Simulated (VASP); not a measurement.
# Bi (Cmce) in VASP: single point with r2SCAN

Aim: the single point of Bi with r2SCAN.

Program: VASP 6.6.1. These are calculated values, not measurements. Logs are shortened: lines on timing, memory, paths and dates and some standing lists are left out, and cuts for length are marked.

**1. The cell of the first run**

The structure is orthorhombic, space group Cmce (No. 64). The conventional cell has a = 4.522 Å, b = 12.843 Å, c = 5.078 Å, α = 90.00°, β = 90.00°, γ = 90.00°. Within 4.3 Å of Bi (site symmetry m) lie 9 Bi at 3.03 to 4.26 Å.

**2. Single point, r2SCAN**

POSCAR reads:

```
Bi
1.0
    2.2607935710     -6.4215295116      0.0000000000
    2.2607935710      6.4215295116      0.0000000000
    0.0000000000      0.0000000000      5.0784559344
Bi
4
Direct
    0.1166203115      0.8833796885      0.9535909896
    0.6166203115      0.3833796885      0.5464090104
    0.8833796885      0.1166203115      0.0464090104
    0.3833796885      0.6166203115      0.4535909896
```

INCAR.step1 reads:

```
PREC     = Accurate       # precision mode
ENCUT    = 520            # plane-wave cutoff, eV
ISMEAR   = 0              # smearing method
SIGMA    = 0.01           # smearing width, eV
LREAL    = False          # projectors in reciprocal space
LASPH    = True           # aspherical terms in the spheres
NELM     = 60             # most SCF steps
NBANDS   = 38             # bands
GGA      = PE             # functional
ALGO     = Normal         # electronic algorithm
EDIFF    = 1E-4           # SCF threshold, eV
LWAVE    = True           # write WAVECAR
LCHARG   = False          # write CHGCAR
```

INCAR.step2 reads:

```
PREC     = Accurate       # precision mode
ENCUT    = 520            # plane-wave cutoff, eV
EDIFF    = 1E-6           # SCF threshold, eV
ISMEAR   = 0              # smearing method
SIGMA    = 0.01           # smearing width, eV
LREAL    = False          # projectors in reciprocal space
LASPH    = True           # aspherical terms in the spheres
NELM     = 60             # most SCF steps
ALGO     = Normal         # electronic algorithm
ISIF     = 2              # what is computed and relaxed
LWAVE    = False          # write WAVECAR
LCHARG   = False          # write CHGCAR
METAGGA  = R2SCAN         # meta-GGA
LMIXTAU  = True         
NBANDS   = 38             # bands
ISTART   = 1
```

KPOINTS reads:

```
Automatic mesh
0
Gamma
  8 8 8
```

Potentials or basis: VASP PAW PBE potentials, release 64 (Bi_d).

Launch:

```
> cat potpaw_PBE.64/Bi_d/POTCAR > POTCAR
> cp INCAR.step1 INCAR
> mpirun -np 1 vasp_std > vasp.out
> cp INCAR.step2 INCAR
> mpirun -np 1 vasp_std > vasp.out
```

OUTCAR:

```text
PREC = Accurate
   ENCUT = 520
   EDIFF = 1E-6
   ISMEAR = 0
   LREAL = False
   LASPH = True
   NELM = 60
   ISIF = 2
   METAGGA = R2SCAN
   ISTART = 1

 ion  position               nearest neighbor table
   1  0.117  0.883  0.954-   3 3.03   2 3.06   2 3.06   2 3.76   2 3.76
   2  0.617  0.383  0.546-   4 3.03   1 3.06   1 3.06   1 3.76   1 3.76
   3  0.883  0.117  0.046-   1 3.03   4 3.06   4 3.06   4 3.76   4 3.76
   4  0.383  0.617  0.454-   2 3.03   3 3.06   3 3.06   3 3.76   3 3.76

  LATTYP: Found a base centered orthorhombic cell.
 ALAT       =     4.5215871420
 B/A-ratio  =     2.8403873728
 C/A-ratio  =     1.1231578149

  Lattice vectors:

 A1 = (   2.2607935710,  -6.4215295116,   0.0000000000)
 A2 = (   2.2607935710,   6.4215295116,   0.0000000000)
 A3 = (   0.0000000000,   0.0000000000,   5.0784559344)

Analysis of symmetry for initial positions (statically):
=====================================================================
 Subroutine PRICEL returns:
 Original cell was already a primitive cell.

 Routine SETGRP: Setting up the symmetry group for a
 base centered orthorhombic supercell.

 Subroutine GETGRP returns: Found  8 space group operations
 (whereof  4 operations were pure point group operations)
 out of a pool of  8 trial point group operations.

The static configuration has the point symmetry C_2h.
 The point group associated with its full space group is D_2h.

Analysis of symmetry for dynamics (positions and initial velocities):
=====================================================================
 Subroutine PRICEL returns:
 Original cell was already a primitive cell.

 Routine SETGRP: Setting up the symmetry group for a
 base centered orthorhombic supercell.

 Subroutine GETGRP returns: Found  8 space group operations
 (whereof  4 operations were pure point group operations)
 out of a pool of  8 trial point group operations.

The dynamic configuration has the point symmetry C_2h.
 The point group associated with its full space group is D_2h.

 Subroutine INISYM returns: Found  8 space group operations
 (whereof  4 operations are pure point group operations),
 and found     1 'primitive' translations

----------------------------------------------------------------------------------------

                                     Primitive cell

  volume of cell :     147.4555

  direct lattice vectors                    reciprocal lattice vectors
     2.260793571 -6.421529512  0.000000000     0.221161280 -0.077863070  0.000000000
     2.260793571  6.421529512  0.000000000     0.221161280  0.077863070  0.000000000
     0.000000000  0.000000000  5.078455934     0.000000000  0.000000000  0.196910245

  length of vectors
     6.807879908  6.807879908  5.078455934     0.234467416  0.234467416  0.196910245

  position of ions in fractional coordinates (direct lattice)
     0.116620312  0.883379688  0.953590990
     0.616620312  0.383379688  0.546409010
     0.883379688  0.116620312  0.046409010
     0.383379688  0.616620312  0.453590990

  ion indices of the primitive-cell ions
   primitive index   ion index
                 1           1
                 2           2
                 3           3
                 4           4

----------------------------------------------------------------------------------------

 KPOINTS: Automatic mesh

Automatic generation of k-mesh.
 Grid dimensions read from file:
 generate k-points for:    8    8    8

 Generating k-lattice:

  Cartesian coordinates                     Fractional coordinates (reciprocal lattice)
     0.027645160 -0.009732884  0.000000000     0.125000000  0.000000000  0.000000000
     0.027645160  0.009732884  0.000000000     0.000000000  0.125000000  0.000000000
     0.000000000  0.000000000  0.024613781     0.000000000  0.000000000  0.125000000

  Length of vectors
     0.029308427  0.029308427  0.024613781

  Shift w.r.t. Gamma in fractional coordinates (k-lattice)
     0.000000000  0.000000000  0.000000000

 Subroutine IBZKPT returns following result:
 ===========================================

 Found    105 irreducible k-points:

 Following reciprocal coordinates:
            Coordinates               Weight
  0.000000  0.000000  0.000000      1.000000
  0.125000  0.000000  0.000000      4.000000
  0.250000  0.000000  0.000000      4.000000
  0.375000  0.000000  0.000000      4.000000
  0.500000  0.000000  0.000000      2.000000
  0.125000  0.125000  0.000000      2.000000
[... 16 lines left out ...]
  0.125000  0.000000  0.125000      8.000000
  0.250000  0.000000  0.125000      8.000000
 [... further k-points ...]
   k-points           NKPTS =    105   k-points in BZ     NKDIM =    105   number of bands    NBANDS=     38
   number of dos      NEDOS =    301   number of ions     NIONS =      4
   total plane-waves  NPLWV = 116640
   dimension x,y,z NGX =    54 NGY =   54 NGZ =   40
   dimension x,y,z NGXF=   108 NGYF=  108 NGZF=   80
   ions per type =               4
   NGX,Y,Z   is equivalent  to a cutoff of  13.19, 13.19, 13.09 a.u.
   NGXF,Y,Z  is equivalent  to a cutoff of  26.37, 26.37, 26.19 a.u.
 SYSTEM =  unknown system
   PREC   = accura    normal or accurate (medium, high low for compatibility)
   ISTART =      1    job   : 0-new  1-cont  2-samecut
   ICHARG =      0    charge: 1-file 2-atom 10-const
   ISPIN  =      1    spin polarized calculation?
   LNONCOLLINEAR =      F non collinear calculations
   LSORBIT =      F    spin-orbit coupling
   LASPH  =      T    aspherical Exc in radial PAW
   ENCUT  =  520.0 eV  38.22 Ry    6.18 a.u.  12.66 12.66  9.44*2*pi/ulx,y,z
   NELM   =     60;   NELMIN=  2; NELMDL=  0     # of ELM steps
   EDIFF  = 0.1E-05   stopping-criterion for ELM
   LREAL  =      F    real-space projection
   EDIFFG = 0.1E-04   stopping-criterion for IOM
   NSW    =      0    number of steps for IOM
   IBRION =     -1    ionic relax: 0-MD 1-quasi-New 2-CG
   NFREE  =      0    steps in history (QN), initial steepest desc. (CG)
   ISIF   =      2    stress and relaxation
   ISYM   =      2    0-nonsym 1-usesym 2-fastsym
   POTIM  = 0.5000    time-step for ionic-motion
   TEBEG  =    0.0;   TEEND  =   0.0 temperature during run
   PSTRESS=    0.0 pullay stress
   NELECT =      60.0000    total number of electrons
   NUPDOWN=      -1.0000    fix difference up-down
   EMIN   =  10.00;   EMAX   =-10.00  energy-range for DOS
   EFERMI =   0.00;   METHOD = LEGACY
   ISMEAR =     0;   SIGMA  =   0.01  broadening in eV -4-tet -1-fermi 0-gaus
   EFERMI_NEDOS =   21; number of points for ismear=-14 and -15
   IALGO  =     38    algorithm
   IMIX   =      4    mixing-type and parameters
     AMIX     =   0.40;   BMIX     =  1.00
     AMIX_MAG =   1.60;   BMIX_MAG =  1.00
  volume/ion in A,a.u.               =      36.86       248.77
  Fermi-wavevector in a.u.,A,eV,Ry     =   1.213123  2.292470 20.023256  1.471668
  Thomas-Fermi vector in A             =   2.348585
   LORBIT       =      0    0 simple, 1 ext, 2 COOP (PROOUT), +10 PAW based schemes
   METAGGA = R2SCAN    functional components
   LHFCALC =     F    Hartree Fock is set to
   AEXX    =    0.0000 exact exchange contribution
   IVDW    =     0    specifies the selected vdW correction
   LEPSILON=     F    determine dielectric tensor
   LRPA    =     F    only Hartree local field effects (RPA)
 non-spin polarized calculation
 Gauss-broadening in eV      SIGMA  =   0.01
  energy-cutoff  :      520.00
  volume of cell :      147.46
 maximum number of plane-waves:      4002
 NGX is ok and might be reduce to    54
   NGX = 25   NGY = 25   NGZ = 19

 number of electron      60.0000002 magnetization

 Free energy of the ion-electron system (eV)
  ---------------------------------------------------
  ext. energy  EPLUGINS =         0.00000000
  ---------------------------------------------------
  free energy    TOTEN  =      -233.83473761 eV

  energy without entropy =     -233.83467542  energy(sigma->0) =     -233.83470651

 E-fermi :   5.6784     XC(G=0):  -9.9303

 val. band max:        5.6740377719   @ k =   0.3750   0.3750   0.0000
 cond. band min:       5.6804256952   @ k =   0.3750   0.3750   0.2500
 fundamental gap:      0.0063879233
 Fermi energy:         5.6784295696

 k-point     1 :       0.0000    0.0000    0.0000
  band No.  band energies     occupation
      1     -17.8215      2.00000
      2     -17.8143      2.00000
      3     -17.8001      2.00000
      4     -17.6780      2.00000
      5     -17.6692      2.00000
      6     -17.6528      2.00000
[... 30 lines left out ...]
     37      11.2169      0.00000
     38      11.8451      0.00000

 k-point     2 :       0.1250    0.0000    0.0000
  band No.  band energies     occupation
      1     -17.8099      2.00000
      2     -17.8068      2.00000
      3     -17.7970      2.00000
      4     -17.6682      2.00000
      5     -17.6604      2.00000
      6     -17.6540      2.00000
[... 30 lines left out ...]
     37      10.8193      0.00000
     38      11.8575      0.00000

 k-point     3 :       0.2500    0.0000    0.0000
  band No.  band energies     occupation
      1     -17.7888      2.00000
      2     -17.7886      2.00000
      3     -17.7759      2.00000
      4     -17.6571      2.00000
      5     -17.6443      2.00000
      6     -17.6436      2.00000
[... 30 lines left out ...]
     37      11.2289      0.00000
     38      11.9798      0.00000

 k-point     4 :       0.3750    0.0000    0.0000
  band No.  band energies     occupation
      1     -17.7777      2.00000
      2     -17.7725      2.00000
      3     -17.7240      2.00000
      4     -17.6511      2.00000
      5     -17.6358      2.00000
      6     -17.6187      2.00000
[... 30 lines left out ...]
     37      12.3800      0.00000
     38      12.4177      0.00000
[... 703 lines left out ...]
      4     -17.6760      2.00000
      5     -17.6672      2.00000
      6     -17.6611      2.00000
[... 30 lines left out ...]
     37      10.9639      0.00000
     38      12.0865      0.00000

 k-point    23 :       0.1250    0.0000    0.1250
  band No.  band energies     occupation
      1     -17.8092      2.00000
      2     -17.8020      2.00000
      3     -17.7878      2.00000
      4     -17.6667      2.00000
      5     -17.6632      2.00000
      6     -17.6581      2.00000
[... 30 lines left out ...]
     37      11.0943      0.00000
     38      12.0619      0.00000

 k-point    24 :       0.2500    0.0000    0.1250
  band No.  band energies     occupation
      1     -17.7968      2.00000
      2     -17.7864      2.00000
      3     -17.7606      2.00000
      4     -17.6658      2.00000
      5     -17.6477      2.00000
      6     -17.6366      2.00000
[... 30 lines left out ...]
     37      11.2785      0.00000
     38      12.1916      0.00000

 [... further k-points ...]

------------------------ aborting loop because EDIFF is reached ----------------------------------------

  FORCE on cell =-STRESS in cart. coord.  units (eV):
  Direction    XX          YY          ZZ          XY          YZ          ZX
  --------------------------------------------------------------------------------------
  -------------------------------------------------------------------------------------
  Total       -0.0595652      0.0076360     -0.0410912      0.0000000      0.0000000      0.0000000
  in kB       -0.6472059      0.0829689     -0.4464762      0.0000000      0.0000000      0.0000000
  external PRESSURE =      -0.3369044 kB  Pullay stress =       0.0000000 kB

 VOLUME and BASIS-vectors are now :
 -----------------------------------------------------------------------------
  energy-cutoff  :      520.00
  volume of cell :      147.46
      direct lattice vectors                 reciprocal lattice vectors
     2.260793571 -6.421529512  0.000000000     0.221161280 -0.077863070  0.000000000
     2.260793571  6.421529512  0.000000000     0.221161280  0.077863070  0.000000000
     0.000000000  0.000000000  5.078455934     0.000000000  0.000000000  0.196910245

 POSITION                                       TOTAL-FORCE (eV/Angst)
 -----------------------------------------------------------------------------------
      2.26079      4.92377      4.84277         0.000000     -0.008070      0.003658
      2.26079     -1.49776      2.77491         0.000000     -0.008070     -0.003658
      2.26079     -4.92377      0.23569         0.000000      0.008070     -0.003658
      2.26079      1.49776      2.30354         0.000000      0.008070      0.003658
 -----------------------------------------------------------------------------------
    total drift:                                0.000000     -0.000000     -0.000000

  FREE ENERGIE OF THE ION-ELECTRON SYSTEM (eV)
  ---------------------------------------------------
  free  energy   TOTEN  =      -233.8347376084 eV

  energy  without entropy=     -233.8346754177  energy(sigma->0) =     -233.83470651
```

Run time: 70 min. Hardware: 1 thread of Oxide Virtual Turin-like, shared host; peak memory 0.61 GiB.

Results:

| Item | Value |
| --- | --- |
| Free energy | -233.8347 eV |
| Pressure | 0.0 GPa |
| Largest force | 0.009 eV/Å |
| Band gap on the k mesh | zero (bands 30 and 31 overlap by 0.17 eV) |

Forces on the atoms (eV/Å):
```
Bi   0.000 -0.008  0.004
Bi   0.000 -0.008 -0.004
Bi   0.000  0.008 -0.004
Bi   0.000  0.008  0.004
```

Levels at points of the mesh, in eV from the Fermi level:
| k point | band 28 | band 29 | band 30 | band 31 | band 32 | band 33 |
| --- | --- | --- | --- | --- | --- | --- |
| (0.00, 0.00, 0.00) | -1.62 | -1.35 | -0.59 | 2.47 | 2.74 | 2.76 |
| (0.50, 0.00, 0.00) | -1.91 | -1.34 | -1.34 | 0.91 | 0.91 | 1.11 |
| (0.50, 0.50, 0.00) | -1.39 | -0.88 | -0.35 | -0.07 | 2.14 | 2.76 |
| (0.00, 0.00, 0.50) | -1.14 | -0.46 | -0.46 | 0.53 | 0.53 | 1.51 |
| (0.50, 0.00, 0.50) | -3.44 | -1.37 | -1.37 | 2.00 | 2.00 | 4.59 |
| (0.50, 0.50, 0.50) | -1.31 | -0.47 | -0.47 | 0.79 | 0.79 | 1.57 |

Caveat: the PAW data sets were made with another functional, which shifts forces and pressure a little; spin-orbit coupling is left out, which moves the levels of the heavy elements.
